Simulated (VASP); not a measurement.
The system is PIr (zincblende type).

```
Ir P
1.0
     0.00000    2.73551    2.73551
     2.73551    0.00000    2.73551
     2.73551    2.73551    0.00000
Ir P
1 1
Direct
  0.00000 0.00000 0.00000
  0.25000 0.25000 0.25000
```

```yaml
Program: VASP 6.6.1
Task: relaxation of cell and atoms
Functional: LDA
Potentials_or_basis: VASP PAW LDA potentials, release 64 (Ir, P)
Cutoff: 600 eV
k_mesh: 12 × 12 × 12
Occupations: fermi-dirac, width 0.05 eV
Spin: no spin polarisation
```

At the start: pressure -21.5 GPa; volume 20.47 Å³/atom.

How do energy, volume and symmetry change on relaxing?

Over 5 steps the energy falls by 241.9 meV/atom and the volume is 17.39 Å³/atom (-15.1 %); space group F-43m (No. 216, to 0.05 Å).

The path:
```csv
step,energy change (eV),largest force (eV/Å),pressure (GPa),volume (Å³)
1,0.0000,0.0000,-21.51,40.94
2,1.3644,0.0000,93.41,26.72
3,-0.4801,0.0000,-2.50,35.24
4,-0.4834,0.0000,-0.83,34.93
5,-0.4837,0.0000,0.03,34.77
```

Final structure:
```
Ir P
1.0
     0.00000    2.59066    2.59066
     2.59066    0.00000    2.59066
     2.59066    2.59066    0.00000
Ir P
1 1
Direct
  0.00000 0.00000 0.00000
  0.25000 0.25000 0.25000
```

Caveat: the volume moved by over 15 % at a fixed basis, so the end points are rough.
